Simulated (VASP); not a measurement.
Input of a VASP 6.6.1 run:

INCAR

```
SYSTEM = Si16C16O
PREC = Accurate
ENCUT = 520
EDIFF = 1E-6
ISMEAR = -1
SIGMA = 0.01
LREAL = Auto
LASPH = .TRUE.
NELM = 120
ALGO = Normal
ISIF = 2
LWAVE = .FALSE.
LCHARG = .FALSE.
GGA = PE
NBANDS = 89
GGA_COMPAT = .FALSE.
```

Contents of KPOINTS:

```
regular mesh
0
G
  1 1 1
  0 0 0
```

File POSCAR:

```
Si16C16O
1.0
   -4.3797050000      4.3797050000     -4.3797050000
    4.3797050000      4.3797050000      4.3797050000
    4.3797050000     -4.3797050000     -4.3797050000
Si C O
16 16 1
Direct
   -0.0001380023     -0.0060569505      0.7450385711
   -0.0001473948      0.2457258405      0.4879688046
   -0.0001251271      0.4948059273      0.2496950122
   -0.0001207581      0.7451970117     -0.0009643270
    0.2505434751     -0.0041270687      0.5004204204
    0.2381306166      0.2457137983      0.2497244705
    0.2510363666      0.4976683715     -0.0018831873
    0.2514931441      0.7492982895      0.7525365289
    0.4950790008     -0.0061195172      0.2496692994
    0.4970844716      0.2464808354     -0.0014394159
    0.5046648758      0.4986690324      0.7544751907
    0.5026717551      0.7492746936      0.5013505553
    0.7615976370      0.0074239931      0.0114640107
    0.7487041481      0.2464948562      0.7469445343
    0.7482621311      0.4976773230      0.5009076391
    0.7492043647      0.7451950088      0.2497508043
   -0.0001377737     -0.0161741810     -0.0178694097
   -0.0001420663      0.2504828820      0.7463193818
   -0.0001328054      0.5157111478      0.5085247413
   -0.0001214816      0.7517251938      0.2497317831
    0.2509842292      0.0008501406      0.7492476519
    0.2674998076      0.2514131879      0.5173009390
    0.2586738916      0.5157159251      0.2496915155
    0.2482228180      0.7497052773     -0.0014248685
    0.4993302521      0.0008272450      0.5008080827
    0.4964381232      0.2504980290      0.2496819536
    0.5004165721      0.5013605839      0.0013502259
    0.5033128129      0.7539481046      0.7531302761
    0.7322157382     -0.0162394331      0.2496575353
    0.7410746337      0.2569440024     -0.0091028424
    0.7515252377      0.5013614367      0.7502295074
    0.7487631599      0.7497271920      0.4981365072
   -0.0001519557      0.2379272363      0.2497395168
```

Potentials or basis: VASP PAW PBE potentials, release 64 (Si, C, O).

Launch:

```console
$ cat potpaw_PBE.64/Si/POTCAR potpaw_PBE.64/C/POTCAR potpaw_PBE.64/O/POTCAR > POTCAR
$ mpirun -np 1 vasp_gam > vasp.out
```

Task: Predict the largest force.

Result: 0.032 eV/Å.

Task: Predict the pressure.

Result: 7.3 GPa.

Forces in eV/Å, atoms in the order of the input:
```
Si  -0.012  0.001  0.000
Si   0.016 -0.019 -0.020
Si   0.017  0.011  0.010
Si   0.003 -0.002 -0.001
Si  -0.001 -0.001 -0.001
Si  -0.017  0.018 -0.016
Si   0.004  0.004 -0.006
Si  -0.006 -0.003  0.014
Si   0.001 -0.005 -0.007
Si  -0.004  0.013  0.001
Si  -0.001 -0.006 -0.004
Si  -0.004  0.000  0.015
Si  -0.016 -0.015  0.018
Si   0.006 -0.006  0.005
Si  -0.004  0.009 -0.003
Si  -0.001 -0.001 -0.001
C    0.010 -0.001 -0.001
C    0.003 -0.008 -0.012
C   -0.003  0.000  0.000
C    0.005  0.006  0.007
C   -0.008  0.010  0.007
C    0.006  0.003  0.009
C    0.001 -0.005 -0.005
C    0.002 -0.006  0.005
C    0.013 -0.005  0.004
C   -0.009  0.006 -0.018
C    0.014  0.001 -0.003
C   -0.012 -0.019  0.006
C    0.004  0.007  0.001
C   -0.001 -0.004 -0.005
C    0.002  0.010 -0.005
C   -0.007  0.004  0.006
O   -0.002  0.002  0.002
```

Caveat: the k points lie up to 1.01 Å⁻¹ apart.
